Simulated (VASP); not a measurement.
# BP in VASP: a series of runs

The runs below take BP through single point, with LDA.

Everything below comes from runs of VASP 6.6.1. Logs are shortened: lines on timing, memory, paths and dates and some standing lists are left out, and cuts for length are marked.

## (1) The cell of the first run

It takes space group F-43m (No. 216, cubic). Conventional cell: a = 4.627 Å, b = 4.627 Å, c = 4.627 Å, α = 90.00°, β = 90.00°, γ = 90.00°. Within 2.7 Å of B (site symmetry -43m) lie 4 P at 2.00 Å. Within 2.7 Å of P (site symmetry -43m) lie 4 B at 2.00 Å.

## (2) Single point, LDA (volume scaled by 1.06)

INCAR

```
SYSTEM = BP
PREC     = Accurate       ! precision mode
ENCUT    = 520            ! plane-wave cutoff, eV
EDIFF    = 1E-6           ! SCF threshold, eV
ISMEAR   = -1             ! smearing method
SIGMA    = 0.08           ! smearing width, eV
LREAL    = .FALSE.        ! projectors in reciprocal space
LASPH    = .TRUE.         ! aspherical terms in the spheres
NELM     = 100            ! most SCF steps
ALGO     = Normal         ! electronic algorithm
ISIF     = 2              ! what is computed and relaxed
LWAVE    = .FALSE.        ! write WAVECAR
LCHARG   = .TRUE.         ! write CHGCAR
GGA      = CA             ! functional
LELF     = .TRUE.         ! ELF
LVHAR    = .TRUE.       
NBANDS   = 11             ! bands
```

KPOINTS

```
regular mesh
0
G
  12 12 12
  0 0 0
```

POSCAR

```
BP
1.0
    0.0000000000      2.3135014941      2.3135014941
    2.3135014941      0.0000000000      2.3135014941
    2.3135014941      2.3135014941      0.0000000000
B P
1 1
Direct
    0.0000000000      0.0000000000      0.0000000000
    0.7500000000      0.7500000000      0.7500000000
```

Potentials or basis: VASP PAW LDA potentials, release 64 (B, P).

Command:

```console
$ cat potpaw_LDA.64/B/POTCAR potpaw_LDA.64/P/POTCAR > POTCAR
$ mpirun -np 1 vasp_std > vasp.out
```

OUTCAR:

```text
SYSTEM = BP
   PREC = Accurate
   ENCUT = 520
   EDIFF = 1E-6
   ISMEAR = -1
   LREAL = .FALSE.
   LASPH = .TRUE.
   NELM = 100
   ISIF = 2
   GGA = CA

 ion  position               nearest neighbor table
   1  0.000  0.000  0.000-   2 2.00   2 2.00   2 2.00   2 2.00
   2  0.750  0.750  0.750-   1 2.00   1 2.00   1 2.00   1 2.00

  LATTYP: Found a face centered cubic cell.
 ALAT       =     4.6270029882

  Lattice vectors:

 A1 = (   0.0000000000,   2.3135014941,   2.3135014941)
 A2 = (   2.3135014941,   0.0000000000,   2.3135014941)
 A3 = (   2.3135014941,   2.3135014941,   0.0000000000)

Analysis of symmetry for initial positions (statically):
=====================================================================
 Subroutine PRICEL returns:
 Original cell was already a primitive cell.

 Routine SETGRP: Setting up the symmetry group for a
 face centered cubic supercell.

 Subroutine GETGRP returns: Found 24 space group operations
 (whereof 24 operations were pure point group operations)
 out of a pool of 48 trial point group operations.

The static configuration has the point symmetry T_d .

Analysis of symmetry for dynamics (positions and initial velocities):
=====================================================================
 Subroutine PRICEL returns:
 Original cell was already a primitive cell.

 Routine SETGRP: Setting up the symmetry group for a
 face centered cubic supercell.

 Subroutine GETGRP returns: Found 24 space group operations
 (whereof 24 operations were pure point group operations)
 out of a pool of 48 trial point group operations.

The dynamic configuration has the point symmetry T_d .

 Subroutine INISYM returns: Found 24 space group operations
 (whereof 24 operations are pure point group operations),
 and found     1 'primitive' translations

----------------------------------------------------------------------------------------

                                     Primitive cell

  volume of cell :      24.7651

  direct lattice vectors                    reciprocal lattice vectors
     0.000000000  2.313501494  2.313501494    -0.216122618  0.216122618  0.216122618
     2.313501494  0.000000000  2.313501494     0.216122618 -0.216122618  0.216122618
     2.313501494  2.313501494  0.000000000     0.216122618  0.216122618 -0.216122618

  length of vectors
     3.271785190  3.271785190  3.271785190     0.374335355  0.374335355  0.374335355

  position of ions in fractional coordinates (direct lattice)
     0.000000000  0.000000000  0.000000000
     0.750000000  0.750000000  0.750000000

  ion indices of the primitive-cell ions
   primitive index   ion index
                 1           1
                 2           2

----------------------------------------------------------------------------------------

 KPOINTS: regular mesh

Automatic generation of k-mesh.
 Grid dimensions read from file:
 generate k-points for:   12   12   12

 Generating k-lattice:

  Cartesian coordinates                     Fractional coordinates (reciprocal lattice)
    -0.018010218  0.018010218  0.018010218     0.083333333  0.000000000  0.000000000
     0.018010218 -0.018010218  0.018010218     0.000000000  0.083333333  0.000000000
     0.018010218  0.018010218 -0.018010218     0.000000000  0.000000000  0.083333333

  Length of vectors
     0.031194613  0.031194613  0.031194613

  Shift w.r.t. Gamma in fractional coordinates (k-lattice)
     0.000000000  0.000000000  0.000000000

 Subroutine IBZKPT returns following result:
 ===========================================

 Found     72 irreducible k-points:

 Following reciprocal coordinates:
            Coordinates               Weight
  0.000000  0.000000  0.000000      1.000000
  0.083333  0.000000  0.000000      8.000000
  0.166667  0.000000  0.000000      8.000000
  0.250000  0.000000  0.000000      8.000000
  0.333333  0.000000  0.000000      8.000000
  0.416667  0.000000  0.000000      8.000000
[... 16 lines left out ...]
  0.500000  0.166667  0.000000     24.000000
 -0.416667  0.166667  0.000000     24.000000
 [... further k-points ...]
   k-points           NKPTS =     72   k-points in BZ     NKDIM =     72   number of bands    NBANDS=     11
   number of dos      NEDOS =    301   number of ions     NIONS =      2
   total plane-waves  NPLWV =  13824
   dimension x,y,z NGX =    24 NGY =   24 NGZ =   24
   dimension x,y,z NGXF=    48 NGYF=   48 NGZF=   48
   ions per type =               1   1
   NGX,Y,Z   is equivalent  to a cutoff of  12.19, 12.19, 12.19 a.u.
   NGXF,Y,Z  is equivalent  to a cutoff of  24.39, 24.39, 24.39 a.u.
 SYSTEM =  BP
   PREC   = accura    normal or accurate (medium, high low for compatibility)
   ISTART =      0    job   : 0-new  1-cont  2-samecut
   ICHARG =      2    charge: 1-file 2-atom 10-const
   ISPIN  =      1    spin polarized calculation?
   LNONCOLLINEAR =      F non collinear calculations
   LSORBIT =      F    spin-orbit coupling
   LASPH  =      T    aspherical Exc in radial PAW
   ENCUT  =  520.0 eV  38.22 Ry    6.18 a.u.   6.08  6.08  6.08*2*pi/ulx,y,z
   NELM   =    100;   NELMIN=  2; NELMDL= -5     # of ELM steps
   EDIFF  = 0.1E-05   stopping-criterion for ELM
   LREAL  =      F    real-space projection
   EDIFFG = 0.1E-04   stopping-criterion for IOM
   NSW    =      0    number of steps for IOM
   IBRION =     -1    ionic relax: 0-MD 1-quasi-New 2-CG
   NFREE  =      0    steps in history (QN), initial steepest desc. (CG)
   ISIF   =      2    stress and relaxation
   ISYM   =      2    0-nonsym 1-usesym 2-fastsym
   POTIM  = 0.5000    time-step for ionic-motion
   TEBEG  =    0.0;   TEEND  =   0.0 temperature during run
   PSTRESS=    0.0 pullay stress
   NELECT =       8.0000    total number of electrons
   NUPDOWN=      -1.0000    fix difference up-down
   EMIN   =  10.00;   EMAX   =-10.00  energy-range for DOS
   EFERMI =   0.00;   METHOD = LEGACY
   ISMEAR =    -1;   SIGMA  =   0.08  broadening in eV -4-tet -1-fermi 0-gaus
   EFERMI_NEDOS =   21; number of points for ismear=-14 and -15
   IALGO  =     38    algorithm
   IMIX   =      4    mixing-type and parameters
     AMIX     =   0.40;   BMIX     =  1.00
     AMIX_MAG =   1.60;   BMIX_MAG =  1.00
  volume/ion in A,a.u.               =      12.38        83.56
  Fermi-wavevector in a.u.,A,eV,Ry     =   1.123290  2.122709 17.167550  1.261779
  Thomas-Fermi vector in A             =   2.259955
   LORBIT       =      0    0 simple, 1 ext, 2 COOP (PROOUT), +10 PAW based schemes
   GGA     = CA    functional components
   LHFCALC =     F    Hartree Fock is set to
   AEXX    =    0.0000 exact exchange contribution
   IVDW    =     0    specifies the selected vdW correction
   LEPSILON=     F    determine dielectric tensor
   LRPA    =     F    only Hartree local field effects (RPA)
 non-spin polarized calculation
  energy-cutoff  :      520.00
  volume of cell :       24.77
 maximum number of plane-waves:       692
   NGX = 13   NGY = 13   NGZ = 13

 number of electron       7.9999999 magnetization

 Free energy of the ion-electron system (eV)
  ---------------------------------------------------
  ext. energy  EPLUGINS =         0.00000000
  ---------------------------------------------------
  free energy    TOTEN  =       -14.30453986 eV

  energy without entropy =      -14.30453481  energy(sigma->0) =      -14.30453734

 E-fermi :   7.3341     XC(G=0): -10.8493

 val. band max:        6.7243974839   @ k =   0.0000   0.0000   0.0000
 cond. band min:       7.9784472173   @ k =   0.4167   0.4167   0.0000
 fundamental gap:      1.2540497334
 Fermi energy:         7.3340676866

 k-point     1 :       0.0000    0.0000    0.0000
  band No.  band energies     occupation
      1      -8.1613      2.00000
      2       6.7244      1.99902
      3       6.7244      1.99902
      4       6.7244      1.99902
      5      10.0194      0.00000
      6      10.0194      0.00000
      7      10.0194      0.00000
      8      13.2235      0.00000
      9      17.5880      0.00000
     10      18.7398      0.00000
     11      18.7398      0.00000

 k-point     2 :       0.0833    0.0000    0.0000
  band No.  band energies     occupation
      1      -8.0421      2.00000
      2       5.7995      2.00000
      3       6.5226      1.99992
      4       6.5226      1.99992
      5      10.2980      0.00000
      6      10.2980      0.00000
      7      10.3207      0.00000
      8      13.6242      0.00000
      9      17.9706      0.00000
     10      18.2128      0.00000
     11      18.2128      0.00000

 k-point     3 :       0.1667    0.0000    0.0000
  band No.  band energies     occupation
      1      -7.6879      2.00000
      2       3.9976      2.00000
      3       6.0941      2.00000
      4       6.0941      2.00000
      5      10.4957      0.00000
      6      10.8786      0.00000
      7      10.8786      0.00000
      8      14.6229      0.00000
      9      17.5567      0.00000
     10      17.5567      0.00000
     11      18.7758      0.00000

 k-point     4 :       0.2500    0.0000    0.0000
  band No.  band energies     occupation
      1      -7.1113      2.00000
      2       2.0739      2.00000
      3       5.6624      2.00000
      4       5.6624      2.00000
      5      10.4200      0.00000
      6      11.3341      0.00000
      7      11.3341      0.00000
      8      15.6709      0.00000
      9      17.5450      0.00000
     10      17.5450      0.00000
     11      19.0882      0.00000
[... 239 lines left out ...]
 k-point    22 :       0.4167    0.1667    0.0000
  band No.  band energies     occupation
      1      -5.6667      2.00000
      2      -0.0062      2.00000
      3       3.7479      2.00000
      4       4.2123      2.00000
      5       9.7976      0.00000
      6      12.8106      0.00000
      7      13.2829      0.00000
      8      13.7945      0.00000
      9      19.1203      0.00000
     10      20.9986      0.00000
     11      21.2873      0.00000

 k-point    23 :       0.5000    0.1667    0.0000
  band No.  band energies     occupation
      1      -4.8932      2.00000
      2      -1.2363      2.00000
      3       3.2941      2.00000
      4       4.2804      2.00000
      5       9.9323      0.00000
      6      12.7207      0.00000
      7      12.9865      0.00000
      8      15.2810      0.00000
      9      18.7599      0.00000
     10      20.9574      0.00000
     11      22.1340      0.00000

 k-point    24 :      -0.4167    0.1667    0.0000
  band No.  band energies     occupation
      1      -4.7362      2.00000
      2      -1.4532      2.00000
      3       2.9925      2.00000
      4       4.5261      2.00000
      5      10.1698      0.00000
      6      12.6716      0.00000
      7      12.6740      0.00000
      8      16.5919      0.00000
      9      18.1895      0.00000
     10      19.2204      0.00000
     11      22.2123      0.00000

 [... further k-points ...]
[... 5 lines left out ...]
  --------------------------------------------------------------------------------------
  -------------------------------------------------------------------------------------
  Total       -2.0678524     -2.0678524     -2.0678524     -0.0000000      0.0000000     -0.0000000
  in kB     -133.7798698   -133.7798698   -133.7798698     -0.0000000      0.0000000     -0.0000000
  external PRESSURE =    -133.7798698 kB  Pullay stress =       0.0000000 kB

 VOLUME and BASIS-vectors are now :
 -----------------------------------------------------------------------------
  energy-cutoff  :      520.00
  volume of cell :       24.77
      direct lattice vectors                 reciprocal lattice vectors
     0.000000000  2.313501494  2.313501494    -0.216122618  0.216122618  0.216122618
     2.313501494  0.000000000  2.313501494     0.216122618 -0.216122618  0.216122618
     2.313501494  2.313501494  0.000000000     0.216122618  0.216122618 -0.216122618

 POSITION                                       TOTAL-FORCE (eV/Angst)
 -----------------------------------------------------------------------------------
      0.00000      0.00000      0.00000        -0.000000     -0.000000     -0.000000
      3.47025      3.47025      3.47025         0.000000      0.000000      0.000000
 -----------------------------------------------------------------------------------
    total drift:                               -0.000000     -0.000000     -0.000000

  FREE ENERGIE OF THE ION-ELECTRON SYSTEM (eV)
  ---------------------------------------------------
  free  energy   TOTEN  =       -14.3045398624 eV

  energy  without entropy=      -14.3045348077  energy(sigma->0) =      -14.30453734
```

Wall time 12 s (1 thread of Intel Xeon 6975P-C, shared host); peak memory 0.14 GiB.

Results:

| Property | Result |
| --- | --- |
| Free energy | -14.3045 eV |
| Pressure | -13.4 GPa |
| Band gap on the k mesh | 1.25 eV, indirect (least direct gap 3.29 eV) |

Levels at points of the mesh, in eV from the valence-band top:
```tsv
k point	band 1	band 2	band 3	band 4	band 5	band 6	band 7	band 8
(0.00, 0.00, 0.00)	-14.89	0.00	0.00	0.00	3.29	3.29	3.29	6.50
(0.50, 0.00, 0.00)	-11.77	-8.60	-1.68	-1.68	3.43	4.63	4.63	9.71
(0.50, 0.50, 0.00)	-10.36	-8.19	-3.90	-3.90	1.40	1.60	11.46	11.46
```

## (3) Single point, LDA (equal xx and yy strain of -2 %)

INCAR

```
SYSTEM = BP
  ALGO = Normal
  EDIFF = 1E-6
  ENCUT = 520
  GGA = CA
  ISIF = 2
  ISMEAR = -1
  LASPH = .TRUE.
  LCHARG = .FALSE.
  LREAL = .FALSE.
  LWAVE = .FALSE.
  NBANDS = 11
  NELM = 80
  PREC = Accurate
  SIGMA = 0.08
```

KPOINTS

```
k-points
0
G
  12 12 12
  0 0 0
```

POSCAR

```
BP
1.0
    0.0000000000      2.2236200000      2.2690000000
    2.2236200000      0.0000000000      2.2690000000
    2.2236200000      2.2236200000      0.0000000000
B P
1 1
Direct
    0.0000000000      0.0000000000      0.0000000000
    0.7500000000      0.7500000000      0.7500000000
```

Potentials or basis: VASP PAW LDA potentials, release 64 (B, P).

Command:

```console
$ cat potpaw_LDA.64/B/POTCAR potpaw_LDA.64/P/POTCAR > POTCAR
$ mpirun -np 1 vasp_std > vasp.out
```

It took 36 s on 1 thread of Intel Xeon 8259CL, shared host; peak memory 0.15 GiB.

It converged, with:

| Item | Value |
| --- | --- |
| Free energy | -14.3934 eV |
| Pressure | 1.4 GPa |
| Band gap on the k mesh | 0.98 eV, indirect (least direct gap 3.34 eV) |

Stress tensor (GPa, compression positive):
```
 3.36  0.00  0.00
 0.00  3.36  0.00
 0.00  0.00 -2.38
```

Levels at points of the mesh, in eV from the valence-band top:
```tsv
k point	band 1	band 2	band 3	band 4	band 5	band 6	band 7	band 8
(0.00, 0.00, 0.00)	-15.82	-0.21	0.00	0.00	3.34	3.34	3.45	7.92
(0.50, 0.00, 0.00)	-12.33	-9.37	-2.00	-1.73	3.87	4.62	4.75	10.00
(0.50, 0.50, 0.00)	-10.91	-8.89	-4.17	-4.17	1.31	1.65	12.32	12.32
(0.50, 0.00, 0.50)	-10.71	-8.70	-4.41	-4.37	1.08	1.36	12.06	12.52
```

Caveat: the cell differs from its parent crystal (equal xx and yy strain of -2 %).

(Part 1 of 2 ends here.)
